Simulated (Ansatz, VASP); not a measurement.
CdF2 in VASP and in Ansatz

```
CELL_PARAMETERS angstrom
0.00000 2.75844 2.75844
2.75844 0.00000 2.75844
2.75844 2.75844 0.00000
ATOMIC_POSITIONS crystal
Cd 0.00000 0.00000 0.00000
F 0.25000 0.25000 0.25000
F 0.75000 0.75000 0.75000
```

Alike in both runs: task single point; functional PBEsol; k mesh 8 × 8 × 8; occupations gaussian, width 0.02 eV; no spin polarisation.

|  | VASP | Ansatz |
| --- | --- | --- |
| version | VASP 6.6.1 | Ansatz 0.2.0 |
| potentials or method | VASP PAW PBE potentials, release 64 (Cd, F), cutoff 520 eV | scalar-relativistic, plane waves, PAW |
| valence electrons in the cell | 26 | 34 |

Ansatz gave:

| Item | Value |
| --- | --- |
| gap on the k mesh at the Fermi level (eV) | 2.69 |
| least direct gap on the mesh (eV) | 3.26 |
| pressure (GPa) | -6.6 |

Task: Which values does VASP return?

Result: gap on the k mesh at the Fermi level (eV): 2.67; least direct gap on the mesh (eV): 3.24; pressure (GPa): -6.1.

VASP's potentials were made for PBE, not for PBEsol. VASP's potentials hold 26 valence electrons a cell and Ansatz's 34, so a difference there can come from the potentials and not from the codes.
